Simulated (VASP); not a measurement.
# CdTe in VASP: a series of runs, part 2 of 2

VASP 6.6.1.

## 3. Single point, PBE

This run uses another cell than the first one, of 28.72 Å³/atom.

INCAR

```
PREC = Accurate ; ENCUT = 500
EDIFF = 1E-6 ; ISMEAR = 0
SIGMA = 0.1 ; LREAL = F
LASPH = T ; NELM = 120
ALGO = Normal ; ISIF = 2
LWAVE = F ; LCHARG = F
GGA = PE ; NBANDS = 36
GGA_COMPAT = F
```

KPOINTS

```
regular mesh
0
Gamma
  12 12 4
```

POSCAR

```
CdTe
1.0
    4.3293935171      0.0000000000      0.0000000000
   -2.1646967586      3.7493647688      0.0000000000
    0.0000000000      0.0000000000     10.6159039616
Cd Te
3 3
Direct
    0.0000000000      0.0000000000      0.0000000000
    0.3333333333      0.6666666667      0.3333333333
    0.6666666667      0.3333333333      0.6666666667
    0.6666666667      0.3333333333      0.1666666667
    0.0000000000      0.0000000000      0.5000000000
    0.3333333333      0.6666666667      0.8333333333
```

Potentials or basis: VASP PAW PBE potentials, release 64 (Cd, Te).

Command:

```bash
$ cat potpaw_PBE.64/Cd/POTCAR potpaw_PBE.64/Te/POTCAR > POTCAR
$ mpirun -np 1 vasp_std > vasp.out
```

OUTCAR:

```text
PREC = Accurate
   ENCUT = 500
   EDIFF = 1E-6
   ISMEAR = 0
   LREAL = F
   LASPH = T
   NELM = 120
   ISIF = 2
   GGA = PE

 ion  position               nearest neighbor table
   1  0.000  0.000  0.000-   4 3.06   6 3.06   4 3.06   6 3.06   4 3.06   6 3.06
   2  0.333  0.667  0.333-   4 3.06   4 3.06   4 3.06   5 3.06   5 3.06   5 3.06
   3  0.667  0.333  0.667-   6 3.06   6 3.06   6 3.06   5 3.06   5 3.06   5 3.06
   4  0.667  0.333  0.167-   2 3.06   2 3.06   2 3.06   1 3.06   1 3.06   1 3.06
   5  0.000  0.000  0.500-   2 3.06   3 3.06   3 3.06   2 3.06   3 3.06   2 3.06
   6  0.333  0.667  0.833-   3 3.06   3 3.06   3 3.06   1 3.06   1 3.06   1 3.06

  LATTYP: Found a hexagonal cell.
 ALAT       =     4.3293935171
 C/A-ratio  =     2.4520533695

  Lattice vectors:

 A1 = (   4.3293935171,   0.0000000000,   0.0000000000)
 A2 = (  -2.1646967586,   3.7493647688,   0.0000000000)
 A3 = (   0.0000000000,   0.0000000000,  10.6159039616)

Analysis of symmetry for initial positions (statically):
=====================================================================
 Subroutine PRICEL returns following result:

  LATTYP: Found a trigonal (rhomboedric) cell.
 ALAT       =     4.3324147945
 COS(alpha) =     0.5006971225

  Lattice vectors:

 A1 = (   2.1646967584,  -1.2497882561,   3.5386346535)
 A2 = (  -0.0000000002,   2.4995765127,   3.5386346535)
 A3 = (  -2.1646967581,  -1.2497882565,   3.5386346546)

   3 primitive cells build up your supercell.

 Routine SETGRP: Setting up the symmetry group for a
 hexagonal supercell.

 Subroutine GETGRP returns: Found 12 space group operations
 (whereof 12 operations were pure point group operations)
 out of a pool of 24 trial point group operations.

The static configuration has the point symmetry D_3d.

[... 134 lines left out ...]
   NELECT =      54.0000    total number of electrons
   NUPDOWN=      -1.0000    fix difference up-down
   EMIN   =  10.00;   EMAX   =-10.00  energy-range for DOS
   EFERMI =   0.00;   METHOD = LEGACY
   ISMEAR =     0;   SIGMA  =   0.10  broadening in eV -4-tet -1-fermi 0-gaus
   EFERMI_NEDOS =   21; number of points for ismear=-14 and -15
   IALGO  =     38    algorithm
   IMIX   =      4    mixing-type and parameters
     AMIX     =   0.40;   BMIX     =  1.00
     AMIX_MAG =   1.60;   BMIX_MAG =  1.00
  volume/ion in A,a.u.               =      28.72       193.81
  Fermi-wavevector in a.u.,A,eV,Ry     =   1.111968  2.101314 16.823225  1.236472
  Thomas-Fermi vector in A             =   2.248537
   LORBIT       =      0    0 simple, 1 ext, 2 COOP (PROOUT), +10 PAW based schemes
   GGA     = PE    functional components
   LHFCALC =     F    Hartree Fock is set to
   AEXX    =    0.0000 exact exchange contribution
   IVDW    =     0    specifies the selected vdW correction
   LEPSILON=     F    determine dielectric tensor
   LRPA    =     F    only Hartree local field effects (RPA)
 non-spin polarized calculation
 Gauss-broadening in eV      SIGMA  =   0.10
  energy-cutoff  :      500.00
  volume of cell :      172.32
 maximum number of plane-waves:      4406
   NGX = 15   NGY = 15   NGZ = 39

 number of electron      54.0000003 magnetization

 Free energy of the ion-electron system (eV)
  ---------------------------------------------------
  ext. energy  EPLUGINS =         0.00000000
  ---------------------------------------------------
  free energy    TOTEN  =       -13.36061122 eV

  energy without entropy =      -13.34324490  energy(sigma->0) =      -13.35192806

 E-fermi :   3.8013     XC(G=0):  -9.6713

 val. band max:        3.7848942223   @ k =  -0.0833   0.3333   0.2500
 cond. band min:       3.8020284857   @ k =   0.5000  -0.0000   0.5000
 fundamental gap:      0.0171342634
 Fermi energy:         3.8013181007

 k-point     1 :       0.0000    0.0000    0.0000
  band No.  band energies     occupation
      1      -7.6915      2.00000
      2      -6.9696      2.00000
      3      -6.9696      2.00000
      4      -4.5412      2.00000
      5      -4.5412      2.00000
      6      -4.5412      2.00000
[... 925 lines left out ...]
     35       9.4523      0.00000
     36       9.6966      0.00000

 [... further k-points ...]
[... 5 lines left out ...]
  --------------------------------------------------------------------------------------
  -------------------------------------------------------------------------------------
  Total        0.1467986      0.1467986      0.1436917     -0.0000000      0.0000000     -0.0000000
  in kB        1.3648685      1.3648685      1.3359819     -0.0000000      0.0000000     -0.0000000
  external PRESSURE =       1.3552396 kB  Pullay stress =       0.0000000 kB

 VOLUME and BASIS-vectors are now :
 -----------------------------------------------------------------------------
  energy-cutoff  :      500.00
  volume of cell :      172.32
      direct lattice vectors                 reciprocal lattice vectors
     4.329393517  0.000000000  0.000000000     0.230979234  0.133355923  0.000000000
    -2.164696759  3.749364769  0.000000000     0.000000000  0.266711846  0.000000000
     0.000000000  0.000000000 10.615903962     0.000000000  0.000000000  0.094198290

 POSITION                                       TOTAL-FORCE (eV/Angst)
 -----------------------------------------------------------------------------------
      0.00000      0.00000      0.00000        -0.000000      0.000000      0.000000
     -0.00000      2.49958      3.53863         0.000000      0.000000      0.000000
      2.16470      1.24979      7.07727         0.000000     -0.000000     -0.000000
      2.16470      1.24979      1.76932        -0.000000      0.000000     -0.000000
      0.00000      0.00000      5.30795        -0.000000      0.000000      0.000000
     -0.00000      2.49958      8.84659        -0.000000      0.000000      0.000000
 -----------------------------------------------------------------------------------
    total drift:                               -0.000000      0.000000     -0.000000

  FREE ENERGIE OF THE ION-ELECTRON SYSTEM (eV)
  ---------------------------------------------------
  free  energy   TOTEN  =       -13.3606112165 eV

  energy  without entropy=      -13.3432449010  energy(sigma->0) =      -13.35192806
```

stdout:

```text
POSCAR found type information on POSCAR CdTe
 POSCAR found :  2 types and       6 ions
 scaLAPACK will be used
 LDA part: xc-table for (Slater+PW92), standard interpolation
 POSCAR, INCAR and KPOINTS ok, starting setup
 FFT: planning ... GRIDC
 FFT: planning ... GRID_SOFT
 FFT: planning ... GRID
 WAVECAR not read
 entering main loop
```

It took 7.5 min on 1 thread of Intel Xeon 8259CL, shared host; peak memory 0.48 GiB.

Results:

```
Free energy            : -13.3606 eV
Pressure               : 0.1 GPa
Band gap on the k mesh : zero (bands 27 and 28 overlap by 0.79 eV)
```

Caveat: semilocal functionals underestimate gaps, so a narrow gap can read as zero; spin-orbit coupling is left out, which moves the levels of the heavy elements.

## 4. Single point, PBE

This run uses another cell than the first one, of 28.72 Å³/atom.

INCAR

```
SYSTEM = CdTe
PREC = Accurate
ENCUT = 500
EDIFF = 1E-6
ISMEAR = 0
SIGMA = 0.1
LREAL = .False.
LASPH = .True.
NELM = 120
ALGO = Normal
ISIF = 2
LWAVE = .False.
LCHARG = .False.
GGA = PE
NBANDS = 36
GGA_COMPAT = .False.
```

KPOINTS

```
regular mesh
0
Gamma
  12 12 4
  0 0 0
```

POSCAR is that of step 3.

Potentials or basis: VASP PAW PBE potentials, release 64 (Cd, Te).

Command:

```bash
$ cat potpaw_PBE.64/Cd/POTCAR potpaw_PBE.64/Te/POTCAR > POTCAR
$ mpirun -np 1 vasp_std > vasp.out
```

OUTCAR:

```text
SYSTEM = CdTe
   PREC = Accurate
   ENCUT = 500
   EDIFF = 1E-6
   ISMEAR = 0
   LREAL = .False.
   LASPH = .True.
   NELM = 120
   ISIF = 2
   GGA = PE

 ion  position               nearest neighbor table
   1  0.000  0.000  0.000-   4 3.06   6 3.06   4 3.06   6 3.06   4 3.06   6 3.06
   2  0.333  0.667  0.333-   4 3.06   4 3.06   4 3.06   5 3.06   5 3.06   5 3.06
   3  0.667  0.333  0.667-   6 3.06   6 3.06   6 3.06   5 3.06   5 3.06   5 3.06
   4  0.667  0.333  0.167-   2 3.06   2 3.06   2 3.06   1 3.06   1 3.06   1 3.06
   5  0.000  0.000  0.500-   2 3.06   3 3.06   3 3.06   2 3.06   3 3.06   2 3.06
   6  0.333  0.667  0.833-   3 3.06   3 3.06   3 3.06   1 3.06   1 3.06   1 3.06

  LATTYP: Found a hexagonal cell.
 ALAT       =     4.3293935171
 C/A-ratio  =     2.4520533695

  Lattice vectors:

 A1 = (   4.3293935171,   0.0000000000,   0.0000000000)
 A2 = (  -2.1646967586,   3.7493647688,   0.0000000000)
 A3 = (   0.0000000000,   0.0000000000,  10.6159039616)

Analysis of symmetry for initial positions (statically):
[... 191 lines left out ...]
  free energy    TOTEN  =       -13.36061122 eV

  energy without entropy =      -13.34324490  energy(sigma->0) =      -13.35192806

 E-fermi :   3.8013     XC(G=0):  -9.6713

 val. band max:        3.7848942223   @ k =  -0.0833   0.3333   0.2500
 cond. band min:       3.8020284857   @ k =   0.5000  -0.0000   0.5000
 fundamental gap:      0.0171342634
 Fermi energy:         3.8013181007

 k-point     1 :       0.0000    0.0000    0.0000
  band No.  band energies     occupation
      1      -7.6915      2.00000
      2      -6.9696      2.00000
      3      -6.9696      2.00000
      4      -4.5412      2.00000
      5      -4.5412      2.00000
      6      -4.5412      2.00000
[... 925 lines left out ...]
     35       9.4523      0.00000
     36       9.6966      0.00000

 [... further k-points ...]
[... 5 lines left out ...]
  --------------------------------------------------------------------------------------
  -------------------------------------------------------------------------------------
  Total        0.1467986      0.1467986      0.1436917     -0.0000000      0.0000000     -0.0000000
  in kB        1.3648685      1.3648685      1.3359819     -0.0000000      0.0000000     -0.0000000
  external PRESSURE =       1.3552396 kB  Pullay stress =       0.0000000 kB

 VOLUME and BASIS-vectors are now :
 -----------------------------------------------------------------------------
  energy-cutoff  :      500.00
  volume of cell :      172.32
      direct lattice vectors                 reciprocal lattice vectors
     4.329393517  0.000000000  0.000000000     0.230979234  0.133355923  0.000000000
    -2.164696759  3.749364769  0.000000000     0.000000000  0.266711846  0.000000000
     0.000000000  0.000000000 10.615903962     0.000000000  0.000000000  0.094198290

 POSITION                                       TOTAL-FORCE (eV/Angst)
 -----------------------------------------------------------------------------------
      0.00000      0.00000      0.00000        -0.000000      0.000000      0.000000
     -0.00000      2.49958      3.53863         0.000000      0.000000      0.000000
      2.16470      1.24979      7.07727         0.000000     -0.000000     -0.000000
      2.16470      1.24979      1.76932        -0.000000      0.000000     -0.000000
      0.00000      0.00000      5.30795        -0.000000      0.000000      0.000000
     -0.00000      2.49958      8.84659        -0.000000      0.000000      0.000000
 -----------------------------------------------------------------------------------
    total drift:                               -0.000000      0.000000     -0.000000

  FREE ENERGIE OF THE ION-ELECTRON SYSTEM (eV)
  ---------------------------------------------------
  free  energy   TOTEN  =       -13.3606112165 eV

  energy  without entropy=      -13.3432449010  energy(sigma->0) =      -13.35192806
```

Wall time 7.8 min (1 thread of Intel Xeon 8259CL, shared host); peak memory 0.48 GiB.

What came out:

```yaml
Free_energy: -13.3606 eV
Pressure: 0.1 GPa
Band_gap_on_the_k_mesh: zero (bands 27 and 28 overlap by 0.79 eV)
```

Caveat: semilocal functionals underestimate gaps, so a narrow gap can read as zero; spin-orbit coupling is left out, which moves the levels of the heavy elements.
